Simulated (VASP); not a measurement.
B5Pt, 6 atoms in the cell. Symmetry: P-62m, No. 189, hexagonal system. The conventional cell has a = 5.136 Å, b = 5.136 Å, c = 2.345 Å, α = 90.00°, β = 90.00°, γ = 120.00°. B (site symmetry -6) has 8 B at 2.00 to 2.35 Å within 2.6 Å. Within 2.6 Å of B (site symmetry m2m) lie 6 B at 2.00 to 2.35 Å and 2 Pt at 2.26 Å. Pt (site symmetry -62m) has 12 B at 2.26 to 2.97 Å and 2 Pt at 2.35 Å within 3.0 Å. The cell was generated, and may not be a known phase.

| Item | Value |
| --- | --- |
| Program | VASP 6.6.1 |
| Task | single point |
| Functional | PBE |
| Potentials or basis | VASP PAW PBE potentials, release 64 (B, Pt_sv_GW) |
| Cutoff | 570 eV |
| k mesh | 6 × 6 × 8 |
| Occupations | gaussian, width 0.1 eV |
| Spin | no spin polarisation |
| Dipole correction | no |
| Further INCAR settings | ALGO = Normal; EDIFF = 1e-06; NBANDS = 26 |

Potentials or basis: VASP PAW PBE potentials, release 64 (B, Pt_sv_GW).

Command:

```sh
$ cat potpaw_PBE.64/B/POTCAR potpaw_PBE.64/Pt_sv_GW/POTCAR > POTCAR
$ mpirun -np 1 vasp_std > vasp.out
```

Hardware: 1 thread of Intel(R) Xeon(R) Platinum 8259CL CPU @ 2.50GHz (Skylake/Cascade Lake), on a shared host.

Task: How long does it take, and how much memory?

Result: Run time: 55 s on 1 thread of Intel(R) Xeon(R) Platinum 8259CL CPU @ 2.50GHz (Skylake/Cascade Lake), with other jobs on the host, peak memory 0.21 GiB. Counts: scf iterations 14, k points 35.
